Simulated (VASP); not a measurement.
# GaAs (F-43m) in VASP: further runs

The runs below take GaAs through single point, relaxation of cell and atoms, with r2SCAN.

Everything below comes from runs of VASP 6.6.1. Logs are shortened: lines on timing, memory, paths and dates and some standing lists are left out, and cuts for length are marked.

## (1) The cell of the first run

Symmetry: F-43m, No. 216, cubic system. Conventional cell: a = 5.666 Å, b = 5.666 Å, c = 5.666 Å, α = 90.00°, β = 90.00°, γ = 90.00°. Ga (site symmetry -43m) has 4 As at 2.45 Å within 3.2 Å. As (site symmetry -43m) has 4 Ga at 2.45 Å within 3.2 Å.

## (2) Single point, r2SCAN

POSCAR

```
GaAs
1.0
    0.0000000000      2.8330607983      2.8330607983
    2.8330607983      0.0000000000      2.8330607983
    2.8330607983      2.8330607983      0.0000000000
Ga As
1 1
Direct
    0.0000000000      0.0000000000      0.0000000000
    0.2500000000      0.2500000000      0.2500000000
```

INCAR.step1

```
PREC = Accurate
ENCUT = 520
ISMEAR = 0
SIGMA = 0.02
LREAL = False
LASPH = True
NELM = 80
NBANDS = 16
GGA = PE
ALGO = Normal
EDIFF = 1E-4
LWAVE = True
LCHARG = False
```

INCAR.step2

```
PREC = Accurate
ENCUT = 520
EDIFF = 1E-6
ISMEAR = 0
SIGMA = 0.02
LREAL = False
LASPH = True
NELM = 80
ALGO = Normal
ISIF = 2
LWAVE = False
LCHARG = True
METAGGA = R2SCAN
LMIXTAU = True
LELF = True
LVHAR = True
NBANDS = 16
ISTART = 1
```

KPOINTS

```
regular mesh
0
Gamma
  8 8 8
```

Potentials or basis: VASP PAW PBE potentials, release 64 (Ga_d, As).

On the command line:

```console
$ cat potpaw_PBE.64/Ga_d/POTCAR potpaw_PBE.64/As/POTCAR > POTCAR
$ cp INCAR.step1 INCAR
$ mpirun -np 1 vasp_std > vasp.out
$ cp INCAR.step2 INCAR
$ mpirun -np 1 vasp_std > vasp.out
```

OUTCAR:

```text
PREC = Accurate
   ENCUT = 520
   EDIFF = 1E-6
   ISMEAR = 0
   LREAL = False
   LASPH = True
   NELM = 80
   ISIF = 2
   METAGGA = R2SCAN
   ISTART = 1

 ion  position               nearest neighbor table
   1  0.000  0.000  0.000-   2 2.45   2 2.45   2 2.45   2 2.45
   2  0.250  0.250  0.250-   1 2.45   1 2.45   1 2.45   1 2.45

  LATTYP: Found a face centered cubic cell.
 ALAT       =     5.6661215966

  Lattice vectors:

 A1 = (   0.0000000000,   2.8330607983,   2.8330607983)
 A2 = (   2.8330607983,   0.0000000000,   2.8330607983)
 A3 = (   2.8330607983,   2.8330607983,   0.0000000000)

Analysis of symmetry for initial positions (statically):
=====================================================================
 Subroutine PRICEL returns:
 Original cell was already a primitive cell.

 Routine SETGRP: Setting up the symmetry group for a
 face centered cubic supercell.

 Subroutine GETGRP returns: Found 24 space group operations
 (whereof 24 operations were pure point group operations)
 out of a pool of 48 trial point group operations.

The static configuration has the point symmetry T_d .

Analysis of symmetry for dynamics (positions and initial velocities):
=====================================================================
 Subroutine PRICEL returns:
 Original cell was already a primitive cell.

 Routine SETGRP: Setting up the symmetry group for a
 face centered cubic supercell.

 Subroutine GETGRP returns: Found 24 space group operations
 (whereof 24 operations were pure point group operations)
 out of a pool of 48 trial point group operations.

The dynamic configuration has the point symmetry T_d .

 Subroutine INISYM returns: Found 24 space group operations
 (whereof 24 operations are pure point group operations),
 and found     1 'primitive' translations

----------------------------------------------------------------------------------------

                                     Primitive cell

  volume of cell :      45.4776

  direct lattice vectors                    reciprocal lattice vectors
     0.000000000  2.833060798  2.833060798    -0.176487564  0.176487564  0.176487564
     2.833060798  0.000000000  2.833060798     0.176487564 -0.176487564  0.176487564
     2.833060798  2.833060798  0.000000000     0.176487564  0.176487564 -0.176487564

  length of vectors
[... 74 lines left out ...]
   ISTART =      1    job   : 0-new  1-cont  2-samecut
   ICHARG =      0    charge: 1-file 2-atom 10-const
   ISPIN  =      1    spin polarized calculation?
   LNONCOLLINEAR =      F non collinear calculations
   LSORBIT =      F    spin-orbit coupling
   LASPH  =      T    aspherical Exc in radial PAW
   ENCUT  =  520.0 eV  38.22 Ry    6.18 a.u.   7.45  7.45  7.45*2*pi/ulx,y,z
   NELM   =     80;   NELMIN=  2; NELMDL=  0     # of ELM steps
   EDIFF  = 0.1E-05   stopping-criterion for ELM
   LREAL  =      F    real-space projection
   EDIFFG = 0.1E-04   stopping-criterion for IOM
   NSW    =      0    number of steps for IOM
   IBRION =     -1    ionic relax: 0-MD 1-quasi-New 2-CG
   NFREE  =      0    steps in history (QN), initial steepest desc. (CG)
   ISIF   =      2    stress and relaxation
   ISYM   =      2    0-nonsym 1-usesym 2-fastsym
   POTIM  = 0.5000    time-step for ionic-motion
   TEBEG  =    0.0;   TEEND  =   0.0 temperature during run
   PSTRESS=    0.0 pullay stress
   NELECT =      18.0000    total number of electrons
   NUPDOWN=      -1.0000    fix difference up-down
   EMIN   =  10.00;   EMAX   =-10.00  energy-range for DOS
   EFERMI =   0.00;   METHOD = LEGACY
   ISMEAR =     0;   SIGMA  =   0.02  broadening in eV -4-tet -1-fermi 0-gaus
   EFERMI_NEDOS =   21; number of points for ismear=-14 and -15
   IALGO  =     38    algorithm
   IMIX   =      4    mixing-type and parameters
     AMIX     =   0.40;   BMIX     =  1.00
     AMIX_MAG =   1.60;   BMIX_MAG =  1.00
  volume/ion in A,a.u.               =      22.74       153.45
  Fermi-wavevector in a.u.,A,eV,Ry     =   1.201987  2.271426 19.657327  1.444773
  Thomas-Fermi vector in A             =   2.337781
   LORBIT       =      0    0 simple, 1 ext, 2 COOP (PROOUT), +10 PAW based schemes
   METAGGA = R2SCAN    functional components
   LHFCALC =     F    Hartree Fock is set to
   AEXX    =    0.0000 exact exchange contribution
   IVDW    =     0    specifies the selected vdW correction
   LEPSILON=     F    determine dielectric tensor
   LRPA    =     F    only Hartree local field effects (RPA)
 non-spin polarized calculation
 Gauss-broadening in eV      SIGMA  =   0.02
  energy-cutoff  :      520.00
  volume of cell :       45.48
 maximum number of plane-waves:      1243
 NGX is ok and might be reduce to    30
   NGX = 15   NGY = 15   NGZ = 15

 number of electron      17.9999990 magnetization

 Free energy of the ion-electron system (eV)
  ---------------------------------------------------
  ext. energy  EPLUGINS =         0.00000000
  ---------------------------------------------------
  free energy    TOTEN  =       -27.05324938 eV

  energy without entropy =      -27.05324938  energy(sigma->0) =      -27.05324938

 E-fermi :   3.7170     XC(G=0): -10.2236

 val. band max:        3.6173356060   @ k =   0.0000   0.0000   0.0000
 cond. band min:       4.5610048645   @ k =   0.0000   0.0000   0.0000
 fundamental gap:      0.9436692586
 Fermi energy:         3.7169664880

 k-point     1 :       0.0000    0.0000    0.0000
  band No.  band energies     occupation
      1     -11.6071      2.00000
      2     -11.6071      2.00000
      3     -11.6071      2.00000
      4     -11.5194      2.00000
      5     -11.5194      2.00000
      6      -9.5443      2.00000
[... 433 lines left out ...]
      3     -11.5728      2.00000
      4     -11.5238      2.00000
      5     -11.5157      2.00000
      6      -7.3587      2.00000
[... 8 lines left out ...]
     15      15.8962      0.00000
     16      16.4656      0.00000

 [... further k-points ...]
[... 5 lines left out ...]
  --------------------------------------------------------------------------------------
  -------------------------------------------------------------------------------------
  Total        0.0380708      0.0380708      0.0380708     -0.0000000      0.0000000      0.0000000
  in kB        1.3412338      1.3412338      1.3412338     -0.0000000      0.0000000      0.0000000
  external PRESSURE =       1.3412338 kB  Pullay stress =       0.0000000 kB

 VOLUME and BASIS-vectors are now :
 -----------------------------------------------------------------------------
  energy-cutoff  :      520.00
  volume of cell :       45.48
      direct lattice vectors                 reciprocal lattice vectors
     0.000000000  2.833060798  2.833060798    -0.176487564  0.176487564  0.176487564
     2.833060798  0.000000000  2.833060798     0.176487564 -0.176487564  0.176487564
     2.833060798  2.833060798  0.000000000     0.176487564  0.176487564 -0.176487564

 POSITION                                       TOTAL-FORCE (eV/Angst)
 -----------------------------------------------------------------------------------
      0.00000      0.00000      0.00000         0.000000      0.000000      0.000000
      1.41653      1.41653      1.41653        -0.000000     -0.000000     -0.000000
 -----------------------------------------------------------------------------------
    total drift:                                0.000001      0.000001      0.000001

  FREE ENERGIE OF THE ION-ELECTRON SYSTEM (eV)
  ---------------------------------------------------
  free  energy   TOTEN  =       -27.0532493759 eV

  energy  without entropy=      -27.0532493759  energy(sigma->0) =      -27.05324938
```

OSZICAR.step1:

```text
N       E                     dE             d eps       ncg     rms          rms(c)
DAV:   1     0.825987870807E+02    0.82599E+02   -0.89671E+03   936   0.152E+03
DAV:   2    -0.182527961887E+01   -0.84424E+02   -0.80462E+02  1048   0.308E+02
DAV:   3    -0.831608780015E+01   -0.64908E+01   -0.64692E+01  1160   0.666E+01
DAV:   4    -0.841081079445E+01   -0.94723E-01   -0.94711E-01  1120   0.871E+00
DAV:   5    -0.841221026478E+01   -0.13995E-02   -0.13995E-02  1192   0.987E-01    0.288E+00
DAV:   6    -0.827120143424E+01    0.14101E+00   -0.21078E-01  1424   0.787E+00    0.174E+00
DAV:   7    -0.825173865828E+01    0.19463E-01   -0.63118E-02  1168   0.180E+00    0.560E-01
DAV:   8    -0.825257799325E+01   -0.83933E-03   -0.10227E-02  1080   0.114E+00    0.107E-01
DAV:   9    -0.825297764920E+01   -0.39966E-03   -0.94193E-04  1152   0.363E-01    0.507E-02
DAV:  10    -0.825304330456E+01   -0.65655E-04   -0.60107E-05   856   0.868E-02
   1 F= -.82530433E+01 E0= -.82530433E+01  d E =-.697599E-13
```

Run time: 3 min. Hardware: 1 thread of AMD EPYC 7R13, shared host; peak memory 0.15 GiB.

Results:

* Free energy: -27.0532 eV
* Pressure: 0.1 GPa
* Band gap on the k mesh: 0.94 eV, direct

Levels at points of the mesh, in eV from the valence-band top:
```tsv
k point	band 7	band 8	band 9	band 10	band 11	band 12
(0.00, 0.00, 0.00)	0.00	0.00	0.00	0.94	4.04	4.04
(0.50, 0.00, 0.00)	-6.78	-1.17	-1.17	1.34	4.99	4.99
(0.50, 0.50, 0.00)	-6.96	-2.75	-2.75	1.77	1.95	10.81
```

Caveat: the PAW data sets were made with another functional, which shifts forces and pressure a little. A k mesh can miss the band edges.

## (3) Single point, r2SCAN

POSCAR

```
GaAs
1.0
    0.0000000000      2.8329614739      2.8329614739
    2.8329614739      0.0000000000      2.8329614739
    2.8329614739      2.8329614739      0.0000000000
Ga As
1 1
Direct
    0.0000000000      0.0000000000      0.0000000000
    0.2500000000      0.2500000000      0.2500000000
```

INCAR.step1

```
  PREC = Accurate
  ENCUT = 520
  ISMEAR = 0
  SIGMA = 0.02
  LREAL = F
  LASPH = T
  NELM = 80
  NBANDS = 16
  GGA = PE
  ALGO = Normal
  EDIFF = 1E-4
  LWAVE = T
  LCHARG = F
```

INCAR.step2

```
  PREC = Accurate
  ENCUT = 520
  EDIFF = 1E-7
  ISMEAR = 0
  SIGMA = 0.02
  LREAL = F
  LASPH = T
  NELM = 80
  ALGO = Normal
  ISIF = 2
  LWAVE = F
  LCHARG = F
  METAGGA = R2SCAN
  LMIXTAU = T
  NBANDS = 16
  ISTART = 1
```

KPOINTS

```
Automatic mesh
0
Gamma
  8 8 8
```

Potentials or basis: VASP PAW PBE potentials, release 64 (Ga_d, As).

On the command line:

```console
$ cat potpaw_PBE.64/Ga_d/POTCAR potpaw_PBE.64/As/POTCAR > POTCAR
$ cp INCAR.step1 INCAR
$ mpirun -np 1 vasp_std > vasp.out
$ cp INCAR.step2 INCAR
$ mpirun -np 1 vasp_std > vasp.out
```

Wall time 3.5 min (1 thread of AMD EPYC 7R13, shared host); peak memory 0.15 GiB.

Results (log left out):

```yaml
Free_energy: -27.0532 eV
Pressure: 0.1 GPa
Band_gap_on_the_k_mesh: 0.94 eV, direct
```

Levels at points of the mesh, in eV from the valence-band top:
| k point | band 7 | band 8 | band 9 | band 10 | band 11 | band 12 |
| --- | --- | --- | --- | --- | --- | --- |
| (0.00, 0.00, 0.00) | 0.00 | 0.00 | 0.00 | 0.94 | 4.04 | 4.04 |
| (0.50, 0.00, 0.00) | -6.78 | -1.17 | -1.17 | 1.34 | 4.98 | 4.98 |
| (0.50, 0.50, 0.00) | -6.96 | -2.75 | -2.75 | 1.77 | 1.95 | 10.81 |

Caveat: the PAW data sets were made with another functional, which shifts forces and pressure a little. r2SCAN opens gaps a little over a GGA but as a rule still falls short of measured ones.

## (4) Relaxation of cell and atoms, r2SCAN

This run uses another cell than the first one, of 23.77 Å³/atom, 1.045 times its volume.

POSCAR

```
GaAs
1.0
    0.0000000000      2.8750910496      2.8750910496
    2.8750910496      0.0000000000      2.8750910496
    2.8750910496      2.8750910496      0.0000000000
Ga As
1 1
Direct
    0.0000000000      0.0000000000      0.0000000000
    0.2500000000      0.2500000000      0.2500000000
```

INCAR.step1

```
SYSTEM = GaAs
PREC = Accurate
ENCUT = 600
ISMEAR = 0
SIGMA = 0.02
LREAL = .False.
LASPH = .True.
NELM = 60
GGA = PE
ALGO = Normal
EDIFF = 1E-4
LWAVE = .True.
LCHARG = .False.
```

INCAR.step2

```
SYSTEM = GaAs
PREC = Accurate
ENCUT = 600
EDIFF = 1E-6
ISMEAR = 0
SIGMA = 0.02
LREAL = .False.
LASPH = .True.
NELM = 60
ALGO = Normal
ISIF = 3
LWAVE = .False.
LCHARG = .False.
METAGGA = R2SCAN
LMIXTAU = .True.
IBRION = 2
NSW = 100
EDIFFG = -0.01
ISTART = 1
```

KPOINTS

```
regular mesh
0
Gamma
  8 8 8
  0 0 0
```

On the command line:

```console
$ cat potpaw_PBE.64/Ga_d/POTCAR potpaw_PBE.64/As/POTCAR > POTCAR
$ cp INCAR.step1 INCAR
$ mpirun -np 1 vasp_std > vasp.out
$ cp INCAR.step2 INCAR
$ mpirun -np 1 vasp_std > vasp.out
```

Wall time 6.6 min (1 thread of AMD EPYC 7R13, shared host); peak memory 0.18 GiB.

Results (log left out):

```
Free energy                            : -27.0548 eV
Relaxed volume                         : 22.75 Å³/atom
Relaxed cell                           : a = 4.007 Å, b = 4.007 Å, c = 4.007 Å, α = 60.00°, β = 60.00°, γ = 60.00°
Space group after relaxing (to 0.05 Å) : F-43m (No. 216)
Energy gained by relaxing              : 9.4 meV/atom
Ionic steps                            : 3
Pressure after relaxing                : 0.0 GPa
Band gap on the k mesh                 : 0.94 eV, direct
```

The path:
| step | energy change (eV) | largest force (eV/Å) | pressure (GPa) | volume (Å³) |
| --- | --- | --- | --- | --- |
| 1 | 0.0000 | 0.0000 | -2.84 | 47.53 |
| 2 | -0.0154 | 0.0000 | 1.37 | 44.70 |
| 3 | -0.0188 | 0.0000 | -0.04 | 45.50 |

Final structure:
```xyz
2
Lattice="0.0000 2.8336 2.8336 2.8336 0.0000 2.8336 2.8336 2.8336 0.0000" Properties=species:S:1:pos:R:3 pbc="T T T"
Ga    0.0000    0.0000    0.0000
As    1.4168    1.4168    1.4168
```

Levels at points of the mesh, in eV from the valence-band top:
```csv
k point,band 7,band 8,band 9,band 10,band 11,band 12
"(0.00, 0.00, 0.00)",0.00,0.00,0.00,0.94,4.04,4.04
"(0.50, 0.00, 0.00)",-6.77,-1.17,-1.17,1.34,4.99,4.99
"(0.50, 0.50, 0.00)",-6.96,-2.75,-2.75,1.77,1.95,10.80
```

Caveat: the PAW data sets were made with another functional, which shifts forces and pressure a little.

## (5) Overview

```csv
task,cell,cutoff (eV),gap on the mesh (eV),pressure (GPa)
single point,"a = 4.007 Å, angles 60.0°, 2 atoms",520,0.94,0.1
single point,"a = 4.006 Å, angles 60.0°, 2 atoms",520,0.94,0.1
relaxation of cell and atoms,"relaxed from a = 4.066 Å, angles 60.0°, 2 atoms",600,0.94,0.0
```

Alike in all rows: level r2SCAN; potentials or basis VASP PAW PBE potentials, release 64 (Ga_d, As); no spin polarisation; k mesh 8 × 8 × 8; smearing gaussian 0.02 eV.

Caveats: the PAW data sets were made with another functional, which shifts forces and pressure a little.

Absolute energies hang on the potentials; compare differences alone.
